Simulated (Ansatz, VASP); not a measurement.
Given: the input of a run of VASP 6.6.1 on MnHg.

Contents of INCAR:

```
SYSTEM = MnHg
ALGO = Fast ; EDIFF = 1E-6
ENCUT = 520 ; GGA = PE
ISIF = 2 ; ISMEAR = -1
ISPIN = 2 ; LASPH = .TRUE.
LCHARG = .TRUE. ; LELF = .TRUE.
LMAXMIX = 4 ; LORBIT = 11
LREAL = .FALSE. ; LVHAR = .TRUE.
LWAVE = .FALSE. ; MAGMOM = 0 0.28
NBANDS = 24 ; NELM = 150
PREC = Accurate ; SIGMA = 0.05
```

File KPOINTS:

```
k-points
0
G
  8 8 8
  0 0 0
```

The input POSCAR:

```
MnHg
1.0
    3.2880000000      0.0000000000      0.0000000000
    0.0000000000      3.2880000000      0.0000000000
    0.0000000000      0.0000000000      3.3130000000
Hg Mn
1 1
Direct
    0.0000000000      0.0000000000      0.0000000000
    0.5000000000      0.5000000000      0.5000000000
```

Potentials or basis: VASP PAW PBE potentials, release 64 (Hg, Mn_pv).

Run with:

```bash
$ cat potpaw_PBE.64/Hg/POTCAR potpaw_PBE.64/Mn_pv/POTCAR > POTCAR
$ mpirun -np 1 vasp_std > vasp.out
```

Translate it to Ansatz 0.2.0. Potentials there: Ansatz PAW.

As run (the cutoff follows the program's own potentials):

The input input.yaml:

```yaml
crystal:
  lattice:
    - [3.288, 0.0, 0.0]
    - [0.0, 3.288, 0.0]
    - [0.0, 0.0, 3.313]
  atoms:
    - { symbol: Hg, position: [0.0, 0.0, 0.0] }
    - { symbol: Mn, position: [0.5, 0.5, 0.5], spin: 0.28 }
hamiltonian:
  xc: pbe
  pseudopotentials: { kind: paw }
magnetization:
  spin_polarized: true
kpoints:
  mp_grid: { grid: [8, 8, 8] }
scf:
  occupations: { method: fermi_dirac, width: 0.05 }
output:
  forces: true
  stress: true
  eigenvalues: true
```

Potentials or basis: Ansatz PAW.

Run with:

```console
$ ansatz run input.yaml --threads 2 --pin off --max-ram 5632MiB --backend cpu --events-out ev --progress --plain --runs-dir out
```

Both were run:

|  | VASP | Ansatz | Ansatz less VASP |
| --- | --- | --- | --- |
| gap on the k mesh at the Fermi level (eV) | none | none | - |
| pressure (GPa) | 2.5 | 2.0 | -0.48 |
| net moment per atom (μB) | 1.94 | 1.94 | -0.002 |
| size of the moment on the site where the two differ most (μB) | 3.80 | 3.85 | +0.047 |

Site moments also hang on the region over which each program counts them. A gap of «none» marks a metal or a gap that the smearing closes. VASP's potentials hold 25 valence electrons a cell and Ansatz's 35, so a difference there can come from the potentials and not from the codes.

Spin-orbit coupling is off throughout.
